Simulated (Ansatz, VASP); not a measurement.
Two plane-wave programs on WSe2

```
W Se
1.0
     3.29721    0.00000    0.00000
    -1.64861    2.85547    0.00000
     0.00000    0.00000    7.18427
W Se
1 2
Cartesian
  0.0000 0.0000 0.0000
  0.0000 1.9036 1.6662
  0.0000 1.9036 5.5181
```

Alike in both runs: task single point; functional HSE06; k mesh 6 × 6 × 2; occupations fermi-dirac, width 0.001 eV; no spin polarisation.

```csv
,VASP,Ansatz
version,VASP 6.6.1,Ansatz 0.2.0
potentials or method,"VASP PAW PBE potentials, release 64 (W_sv, Se)",plane waves
plane-wave cutoff (eV),520,420
valence electrons in the cell,26,46
```

Ansatz gave:

- gap on the k mesh at the Fermi level (eV): 1.90
- pressure (GPa): -0.8
- traceless stress, the component that is largest in VASP (GPa): 0.73
- rms of the force components (eV/Å): 0.113

**Question.** Which values does VASP return?

**Answer.** gap on the k mesh at the Fermi level (eV): 1.90; pressure (GPa): -1.0; traceless stress, the component that is largest in VASP (GPa): 0.67; rms of the force components (eV/Å): 0.128.

Atom by atom the forces differ by 0.015 eV/Å (rms over components). With one functional, cell and mesh, what is left measures potentials, basis and numerics. VASP's potentials hold 26 valence electrons a cell and Ansatz's 46, so a difference there can come from the potentials and not from the codes. Ansatz's warnings: stress exchange threshold loose, stress scf threshold loose.

The k mesh is coarse, so the values compare programs but aren't converged. Spin-orbit coupling is off throughout.
